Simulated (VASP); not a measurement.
**W: single point with RPBE**

Crystal: W.

```
W
1.0
    -1.59828    1.59828    1.59828
     1.59828   -1.59828    1.59828
     1.59828    1.59828   -1.59828
W
1
Direct
  0.00000 0.00000 0.00000
```

| Property | Result |
| --- | --- |
| Program | VASP 6.6.1 |
| Task | single point |
| Functional | RPBE |
| Potentials or basis | VASP PAW PBE potentials, release 64 (W_sv) |
| Cutoff | 520 eV |
| k mesh | 18 × 18 × 18 |
| Occupations | gaussian, width 0.1 eV |
| Spin | no spin polarisation |
| Dipole correction | no |
| Further INCAR settings | ALGO = Normal; EDIFF = 1e-07; NBANDS = 13 |

```json
{
  "Pressure": "0.4 GPa",
  "Band gap on the k mesh": "zero (band 7 reaches 16.06 eV, above the bottom of band 8 at 9.93 eV)"
}
```

Levels at points of the mesh, in eV from the Fermi level:
```csv
k point,band 5,band 6,band 7,band 8,band 9,band 10
"(0.00, 0.00, 0.00)",-9.47,-1.17,-1.17,-1.17,2.21,2.21
"(0.50, 0.00, 0.00)",-6.08,-3.42,0.55,2.09,3.03,5.89
"(0.50, 0.50, 0.50)",-5.59,-5.59,4.96,4.96,4.96,7.99
```

Run time: 12 s on 1 thread of Intel(R) Xeon(R) 6975P-C (Granite Rapids), with other jobs on the host, peak memory 0.17 GiB.

Caveat: the PAW data sets were made with another functional, which shifts forces and pressure a little; spin-orbit coupling is left out, which moves the levels of the heavy elements.
